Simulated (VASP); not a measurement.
# Pb (P6_3/mmc) in VASP: settings compared

Pb is run at these levels: PBEsol, LDA; tasks: single point.

Program: VASP 6.6.1. These are calculated values, not measurements. Logs are shortened: lines on timing, memory, paths and dates and some standing lists are left out, and cuts for length are marked.

## Step 1: The cell of the first run

It takes space group P6_3/mmc (No. 194, hexagonal). Conventional cell: a = 3.480 Å, b = 3.480 Å, c = 5.814 Å, α = 90.00°, β = 90.00°, γ = 120.00°. Pb (site symmetry -6m2) has 12 Pb at 3.48 to 3.53 Å within 4.6 Å.

## Step 2: Single point, PBEsol

The input, INCAR:

```
PREC = Accurate
ENCUT = 520
EDIFF = 1E-6
ISMEAR = -1
SIGMA = 0.05
LREAL = F
LASPH = T
NELM = 100
ALGO = Normal
ISIF = 2
LWAVE = F
LCHARG = F
GGA = PS
NBANDS = 21
```

The input, KPOINTS:

```
Automatic mesh
0
Gamma
  7 7 4
```

The input, POSCAR:

```
Pb
1.0
    3.4800000000      0.0000000000      0.0000000000
   -1.7400000000      3.0137684052      0.0000000000
    0.0000000000      0.0000000000      5.8136000000
Pb
2
Direct
    0.6666666667      0.3333333333      0.7500000000
    0.3333333333      0.6666666667      0.2500000000
```

Potentials or basis: VASP PAW PBE potentials, release 64 (Pb_d).

The run is started by

```console
$ cat potpaw_PBE.64/Pb_d/POTCAR > POTCAR
$ mpirun -np 1 vasp_std > vasp.out
```

OUTCAR:

```text
PREC = Accurate
   ENCUT = 520
   EDIFF = 1E-6
   ISMEAR = -1
   LREAL = F
   LASPH = T
   NELM = 100
   ISIF = 2
   GGA = PS

 ion  position               nearest neighbor table
   1  0.667  0.333  0.750-   2 3.53   2 3.53   2 3.53   2 3.53   2 3.53   2 3.53
   2  0.333  0.667  0.250-   1 3.53   1 3.53   1 3.53   1 3.53   1 3.53   1 3.53

  LATTYP: Found a hexagonal cell.
 ALAT       =     3.4800000000
 C/A-ratio  =     1.6705747126

  Lattice vectors:

 A1 = (   3.4800000000,   0.0000000000,   0.0000000000)
 A2 = (  -1.7400000000,   3.0137684052,   0.0000000000)
 A3 = (   0.0000000000,   0.0000000000,   5.8136000000)

Analysis of symmetry for initial positions (statically):
=====================================================================
 Subroutine PRICEL returns:
 Original cell was already a primitive cell.

 Routine SETGRP: Setting up the symmetry group for a
 hexagonal supercell.

 Subroutine GETGRP returns: Found 24 space group operations
 (whereof 12 operations were pure point group operations)
 out of a pool of 24 trial point group operations.

The static configuration has the point symmetry D_3d.
 The point group associated with its full space group is D_6h.

Analysis of symmetry for dynamics (positions and initial velocities):
=====================================================================
 Subroutine PRICEL returns:
 Original cell was already a primitive cell.

 Routine SETGRP: Setting up the symmetry group for a
 hexagonal supercell.

 Subroutine GETGRP returns: Found 24 space group operations
 (whereof 12 operations were pure point group operations)
 out of a pool of 24 trial point group operations.

The dynamic configuration has the point symmetry D_3d.
 The point group associated with its full space group is D_6h.

 Subroutine INISYM returns: Found 24 space group operations
 (whereof 12 operations are pure point group operations),
 and found     1 'primitive' translations

----------------------------------------------------------------------------------------

                                     Primitive cell

  volume of cell :      60.9725

  direct lattice vectors                    reciprocal lattice vectors
     3.480000000  0.000000000  0.000000000     0.287356322  0.165905250  0.000000000
    -1.740000000  3.013768405  0.000000000     0.000000000  0.331810500  0.000000000
     0.000000000  0.000000000  5.813600000     0.000000000  0.000000000  0.172010458

  length of vectors
     3.480000000  3.480000000  5.813600000     0.331810500  0.331810500  0.172010458

  position of ions in fractional coordinates (direct lattice)
     0.666666667  0.333333333  0.750000000
     0.333333333  0.666666667  0.250000000

  ion indices of the primitive-cell ions
   primitive index   ion index
                 1           1
                 2           2

----------------------------------------------------------------------------------------

 KPOINTS: Automatic mesh

Automatic generation of k-mesh.
 Grid dimensions read from file:
 generate k-points for:    7    7    4

 Generating k-lattice:

  Cartesian coordinates                     Fractional coordinates (reciprocal lattice)
     0.041050903  0.023700750  0.000000000     0.142857143  0.000000000  0.000000000
     0.000000000  0.047401500  0.000000000     0.000000000  0.142857143  0.000000000
     0.000000000  0.000000000  0.043002615     0.000000000  0.000000000  0.250000000

  Length of vectors
     0.047401500  0.047401500  0.043002615

  Shift w.r.t. Gamma in fractional coordinates (k-lattice)
     0.000000000  0.000000000  0.000000000

 Subroutine IBZKPT returns following result:
 ===========================================

 Found     24 irreducible k-points:

 Following reciprocal coordinates:
            Coordinates               Weight
  0.000000  0.000000  0.000000      1.000000
  0.142857 -0.000000  0.000000      6.000000
  0.285714 -0.000000  0.000000      6.000000
  0.428571 -0.000000  0.000000      6.000000
  0.142857  0.142857  0.000000      6.000000
  0.285714  0.142857  0.000000     12.000000
[... 16 lines left out ...]
  0.428571  0.142857  0.500000      6.000000
  0.285714  0.285714  0.500000      6.000000
   k-points           NKPTS =     24   k-points in BZ     NKDIM =     24   number of bands    NBANDS=     21
   number of dos      NEDOS =    301   number of ions     NIONS =      2
   total plane-waves  NPLWV =  37632
   dimension x,y,z NGX =    28 NGY =   28 NGZ =   48
   dimension x,y,z NGXF=    56 NGYF=   56 NGZF=   96
   ions per type =               2
   NGX,Y,Z   is equivalent  to a cutoff of  13.38, 13.38, 13.73 a.u.
   NGXF,Y,Z  is equivalent  to a cutoff of  26.75, 26.75, 27.45 a.u.
 SYSTEM =  unknown system
   PREC   = accura    normal or accurate (medium, high low for compatibility)
   ISTART =      0    job   : 0-new  1-cont  2-samecut
   ICHARG =      2    charge: 1-file 2-atom 10-const
   ISPIN  =      1    spin polarized calculation?
   LNONCOLLINEAR =      F non collinear calculations
   LSORBIT =      F    spin-orbit coupling
   LASPH  =      T    aspherical Exc in radial PAW
   ENCUT  =  520.0 eV  38.22 Ry    6.18 a.u.   6.47  6.47 10.81*2*pi/ulx,y,z
   NELM   =    100;   NELMIN=  2; NELMDL= -5     # of ELM steps
   EDIFF  = 0.1E-05   stopping-criterion for ELM
   LREAL  =      F    real-space projection
   EDIFFG = 0.1E-04   stopping-criterion for IOM
   NSW    =      0    number of steps for IOM
   IBRION =     -1    ionic relax: 0-MD 1-quasi-New 2-CG
   NFREE  =      0    steps in history (QN), initial steepest desc. (CG)
   ISIF   =      2    stress and relaxation
   ISYM   =      2    0-nonsym 1-usesym 2-fastsym
   POTIM  = 0.5000    time-step for ionic-motion
   TEBEG  =    0.0;   TEEND  =   0.0 temperature during run
   PSTRESS=    0.0 pullay stress
   NELECT =      28.0000    total number of electrons
   NUPDOWN=      -1.0000    fix difference up-down
   EMIN   =  10.00;   EMAX   =-10.00  energy-range for DOS
   EFERMI =   0.00;   METHOD = LEGACY
   ISMEAR =    -1;   SIGMA  =   0.05  broadening in eV -4-tet -1-fermi 0-gaus
   EFERMI_NEDOS =   21; number of points for ismear=-14 and -15
   IALGO  =     38    algorithm
   IMIX   =      4    mixing-type and parameters
     AMIX     =   0.40;   BMIX     =  1.00
     AMIX_MAG =   1.60;   BMIX_MAG =  1.00
  volume/ion in A,a.u.               =      30.49       205.73
  Fermi-wavevector in a.u.,A,eV,Ry     =   1.263037  2.386794 21.704865  1.595263
  Thomas-Fermi vector in A             =   2.396414
   LORBIT       =      0    0 simple, 1 ext, 2 COOP (PROOUT), +10 PAW based schemes
   GGA     = PS    functional components
   LHFCALC =     F    Hartree Fock is set to
   AEXX    =    0.0000 exact exchange contribution
   IVDW    =     0    specifies the selected vdW correction
   LEPSILON=     F    determine dielectric tensor
   LRPA    =     F    only Hartree local field effects (RPA)
 non-spin polarized calculation
  energy-cutoff  :      520.00
  volume of cell :       60.97
 maximum number of plane-waves:      1677
 NGX is ok and might be reduce to    28
   NGX = 13   NGY = 13   NGZ = 21

 number of electron      28.0000003 magnetization

 Free energy of the ion-electron system (eV)
  ---------------------------------------------------
  ext. energy  EPLUGINS =         0.00000000
  ---------------------------------------------------
  free energy    TOTEN  =        -7.95431713 eV

  energy without entropy =       -7.93869484  energy(sigma->0) =       -7.94650599

 E-fermi :   7.1542     XC(G=0): -10.3170

 val. band max:        7.0920171906   @ k =   0.2857   0.2857   0.0000
 cond. band min:       7.1889183941   @ k =   0.2857   0.2857   0.0000
 fundamental gap:      0.0969012034
 Fermi energy:         7.1542272643

 k-point     1 :       0.0000    0.0000    0.0000
  band No.  band energies     occupation
      1      -9.9867      2.00000
      2      -9.9695      2.00000
      3      -9.9313      2.00000
      4      -9.9313      2.00000
      5      -9.9124      2.00000
      6      -9.9124      2.00000
[... 13 lines left out ...]
     20      16.2522      0.00000
     21      18.4575      0.00000

 k-point     2 :       0.1429   -0.0000    0.0000
  band No.  band energies     occupation
      1      -9.9934      2.00000
      2      -9.9486      2.00000
      3      -9.9231      2.00000
      4      -9.8893      2.00000
      5      -9.8826      2.00000
      6      -9.8722      2.00000
[... 13 lines left out ...]
     20      17.0350      0.00000
     21      17.5919      0.00000

 k-point     3 :       0.2857   -0.0000    0.0000
  band No.  band energies     occupation
      1     -10.0494      2.00000
      2      -9.9479      2.00000
      3      -9.9350      2.00000
      4      -9.8977      2.00000
      5      -9.8760      2.00000
      6      -9.7925      2.00000
[... 13 lines left out ...]
     20      16.0083      0.00000
     21      17.4378      0.00000

 k-point     4 :       0.4286   -0.0000    0.0000
  band No.  band energies     occupation
      1     -10.0933      2.00000
      2      -9.9912      2.00000
      3      -9.9727      2.00000
      4      -9.9221      2.00000
      5      -9.8332      2.00000
      6      -9.8208      2.00000
[... 13 lines left out ...]
     20      15.4315      0.00000
     21      17.1136      0.00000

 k-point     5 :       0.1429    0.1429    0.0000
  band No.  band energies     occupation
      1      -9.9775      2.00000
      2      -9.9714      2.00000
      3      -9.9102      2.00000
      4      -9.8966      2.00000
      5      -9.8838      2.00000
      6      -9.8755      2.00000
[... 13 lines left out ...]
     20      16.3694      0.00000
     21      17.1994      0.00000

 k-point     6 :       0.2857    0.1429    0.0000
  band No.  band energies     occupation
      1     -10.0229      2.00000
      2      -9.9774      2.00000
      3      -9.9294      2.00000
      4      -9.9143      2.00000
      5      -9.8583      2.00000
      6      -9.8179      2.00000
[... 13 lines left out ...]
     20      15.9537      0.00000
     21      18.4707      0.00000

 k-point     7 :       0.4286    0.1429    0.0000
  band No.  band energies     occupation
      1     -10.0436      2.00000
      2     -10.0086      2.00000
      3      -9.9275      2.00000
      4      -9.9154      2.00000
      5      -9.8434      2.00000
      6      -9.8178      2.00000
[... 13 lines left out ...]
     20      15.6857      0.00000
     21      19.5433      0.00000
[... 291 lines left out ...]
      1     -10.0363      2.00000
      2     -10.0363      2.00000
      3      -9.9779      2.00000
      4      -9.9779      2.00000
      5      -9.8098      2.00000
      6      -9.8098      2.00000
[... 13 lines left out ...]
     20      13.9232      0.00000
     21      15.4763      0.00000

 k-point    21 :       0.1429    0.1429    0.5000
  band No.  band energies     occupation
      1      -9.9788      2.00000
      2      -9.9788      2.00000
      3      -9.9275      2.00000
      4      -9.9275      2.00000
      5      -9.8458      2.00000
      6      -9.8458      2.00000
[... 13 lines left out ...]
     20      16.4915      0.00000
     21      18.7517      0.00000

 k-point    22 :       0.2857    0.1429    0.5000
  band No.  band energies     occupation
      1      -9.9977      2.00000
      2      -9.9977      2.00000
      3      -9.9375      2.00000
      4      -9.9375      2.00000
      5      -9.8248      2.00000
      6      -9.8248      2.00000
[... 13 lines left out ...]
     20      15.9545      0.00000
     21      17.0116      0.00000

 k-point    23 :       0.4286    0.1429    0.5000
  band No.  band energies     occupation
      1     -10.0047      2.00000
      2     -10.0047      2.00000
      3      -9.9584      2.00000
      4      -9.9584      2.00000
      5      -9.8311      2.00000
      6      -9.8311      2.00000
[... 13 lines left out ...]
     20      14.8346      0.00000
     21      16.4356      0.00000

 k-point    24 :       0.2857    0.2857    0.5000
  band No.  band energies     occupation
      1      -9.9814      2.00000
      2      -9.9814      2.00000
      3      -9.8777      2.00000
      4      -9.8777      2.00000
      5      -9.8499      2.00000
      6      -9.8499      2.00000
[... 13 lines left out ...]
     20      15.6248      0.00000
     21      16.3900      0.00000

------------------------ aborting loop because EDIFF is reached ----------------------------------------

  FORCE on cell =-STRESS in cart. coord.  units (eV):
  Direction    XX          YY          ZZ          XY          YZ          ZX
  --------------------------------------------------------------------------------------
  -------------------------------------------------------------------------------------
  Total       -0.1572149     -0.1572149     -0.8545958     -0.0000000      0.0000000      0.0000000
  in kB       -4.1311402     -4.1311402    -22.4562421     -0.0000000      0.0000000      0.0000000
  external PRESSURE =     -10.2395075 kB  Pullay stress =       0.0000000 kB

 VOLUME and BASIS-vectors are now :
 -----------------------------------------------------------------------------
  energy-cutoff  :      520.00
  volume of cell :       60.97
      direct lattice vectors                 reciprocal lattice vectors
     3.480000000  0.000000000  0.000000000     0.287356322  0.165905250  0.000000000
    -1.740000000  3.013768405  0.000000000     0.000000000  0.331810500  0.000000000
     0.000000000  0.000000000  5.813600000     0.000000000  0.000000000  0.172010458

 POSITION                                       TOTAL-FORCE (eV/Angst)
 -----------------------------------------------------------------------------------
      1.74000      1.00459      4.36020        -0.000000      0.000000      0.000000
     -0.00000      2.00918      1.45340         0.000000      0.000000      0.000000
 -----------------------------------------------------------------------------------
    total drift:                               -0.000000      0.000000      0.000000

  FREE ENERGIE OF THE ION-ELECTRON SYSTEM (eV)
  ---------------------------------------------------
  free  energy   TOTEN  =        -7.9543171303 eV

  energy  without entropy=       -7.9386948419  energy(sigma->0) =       -7.94650599
```

It took 53 s on 1 thread of Intel Xeon 8259CL, shared host; peak memory 0.19 GiB.

What came out:

* Free energy: -7.9543 eV
* Pressure: -1.0 GPa
* Band gap on the k mesh: zero (band 14 reaches 12.82 eV, above the bottom of band 15 at 6.05 eV)

Stress tensor (GPa, compression positive):
```
-0.41  0.00  0.00
 0.00 -0.41  0.00
 0.00  0.00 -2.25
```

Levels at points of the mesh, in eV from the Fermi level:
| k point | band 12 | band 13 | band 14 | band 15 | band 16 | band 17 |
| --- | --- | --- | --- | --- | --- | --- |
| (0.00, 0.00, 0.00) | -8.44 | -4.36 | 5.67 | 5.67 | 6.95 | 7.36 |
| (0.00, 0.00, 0.50) | -10.70 | 0.35 | 0.35 | 6.47 | 6.47 | 6.47 |

Caveat: the PAW data sets were made with another functional, which shifts forces and pressure a little; spin-orbit coupling is left out, which moves the levels of the heavy elements.

## Step 3: Single point, PBEsol

This run uses another cell than the first one, of 29.31 Å³/atom, 0.962 times its volume.

The input, INCAR:

```
ALGO = Normal ; EDIFF = 1E-6
ENCUT = 520 ; GGA = PS
ISIF = 2 ; ISMEAR = -1
LASPH = True ; LCHARG = True
LELF = True ; LREAL = False
LVHAR = True ; LWAVE = False
NBANDS = 21 ; NELM = 80
PREC = Accurate ; SIGMA = 0.05
```

The input, KPOINTS:

```
k-points
0
Gamma
  7 7 4
```

POSCAR: that of step 2 with these lines changed.

```diff
@@ -4,3 +4,3 @@
    -1.7400000000      3.0137684052      0.0000000000
-    0.0000000000      0.0000000000      5.8136000000
+    0.0000000000      0.0000000000      5.5900000000
 Pb
```

Potentials or basis: VASP PAW PBE potentials, release 64 (Pb_d).

The run is started by

```console
$ cat potpaw_PBE.64/Pb_d/POTCAR > POTCAR
$ mpirun -np 1 vasp_std > vasp.out
```

It took 22 s on 1 thread of Intel Xeon Platinum 8259CL at 2.50GHz (Skylake/Cascade Lake), shared host; peak memory 0.17 GiB.

The run converged. Its results:

```yaml
Free_energy: -7.9724 eV
Pressure: 0.7 GPa
Band_gap_on_the_k_mesh: zero (band 14 reaches 13.04 eV, above the bottom of band 15 at 6.49 eV)
```

Stress tensor (GPa, compression positive):
```
0.97 0.00 0.00
0.00 0.97 0.00
0.00 0.00 0.03
```

Levels at points of the mesh, in eV from the Fermi level:
```csv
k point,band 10,band 11,band 12,band 13,band 14,band 15,band 16,band 17,band 18,band 19
"(0.00, 0.00, 0.00)",-16.85,-12.13,-8.14,-4.46,5.44,5.44,7.35,7.35,8.01,8.63
"(0.00, 0.00, 0.50)",-16.92,-10.84,-10.84,0.88,0.88,6.35,6.35,6.35,6.35,9.08
```

Caveat: the PAW data sets were made with another functional, which shifts forces and pressure a little; spin-orbit coupling is left out, which moves the levels of the heavy elements.

## Step 4: Single point, LDA

This run uses another cell than the first one, of 28.86 Å³/atom, 0.947 times its volume.

The input, INCAR:

```
PREC     = Accurate       # precision mode
ENCUT    = 520            # plane-wave cutoff, eV
EDIFF    = 1E-6           # SCF threshold, eV
ISMEAR   = -1             # smearing method
SIGMA    = 0.05           # smearing width, eV
LREAL    = F              # projectors in reciprocal space
LASPH    = T              # aspherical terms in the spheres
NELM     = 80             # most SCF steps
ALGO     = Normal         # electronic algorithm
ISIF     = 2              # what is computed and relaxed
LWAVE    = F              # write WAVECAR
LCHARG   = F              # write CHGCAR
NBANDS   = 21             # bands
```

The input, KPOINTS:

```
Automatic mesh
0
Gamma
  9 9 5
```

The input, POSCAR:

```
Pb
1.0
    3.3927102096      0.0000000000      0.0000000000
   -1.6963551048      2.9381732292      0.0000000000
    0.0000000000      0.0000000000      5.7911608493
Pb
2
Direct
    0.6666666667      0.3333333333      0.7500000000
    0.3333333333      0.6666666667      0.2500000000
```

Potentials or basis: VASP PAW LDA potentials, release 64 (Pb_d).

The run is started by

```console
$ cat potpaw_LDA.64/Pb_d/POTCAR > POTCAR
$ mpirun -np 1 vasp_std > vasp.out
```

It took 29 s on 1 thread of Intel Xeon Platinum 8259CL at 2.50GHz (Skylake/Cascade Lake), shared host; peak memory 0.17 GiB.

Results (log left out):

- Free energy: -8.4896 eV
- Pressure: 0.1 GPa
- Band gap on the k mesh: zero (band 14 reaches 13.89 eV, above the bottom of band 15 at 5.54 eV)

Levels at points of the mesh, in eV from the Fermi level:
```tsv
k point	band 12	band 13	band 14	band 15	band 16	band 17
(0.00, 0.00, 0.00)	-8.48	-4.41	6.44	6.44	7.09	8.18
```

Caveat: spin-orbit coupling is left out, which moves the levels of the heavy elements.

## Step 5: Overview

| level | potentials or basis | cell | k mesh | gap on the mesh (eV) | pressure (GPa) |
| --- | --- | --- | --- | --- | --- |
| PBEsol | VASP PAW PBE potentials, release 64 (Pb_d) | a = 3.480, b = 3.480, c = 5.814 Å, angles 90.0, 90.0, 120.0°, 2 atoms | 7 × 7 × 4 | none | -1.0 |
| PBEsol | VASP PAW PBE potentials, release 64 (Pb_d) | a = 3.480, b = 3.480, c = 5.590 Å, angles 90.0, 90.0, 120.0°, 2 atoms | 7 × 7 × 4 | none | 0.7 |
| LDA | VASP PAW LDA potentials, release 64 (Pb_d) | a = 3.393, b = 3.393, c = 5.791 Å, angles 90.0, 90.0, 120.0°, 2 atoms | 9 × 9 × 5 | none | 0.1 |

Alike in all rows: task single point; no spin polarisation; cutoff (eV) 520; smearing fermi-dirac 0.05 eV.

Caveats: spin-orbit coupling is left out, which moves the levels of the heavy elements; the PAW data sets were made with another functional, which shifts forces and pressure a little (some runs).

Total energies depend on the potentials used, so only differences within one code and one set of settings carry meaning.
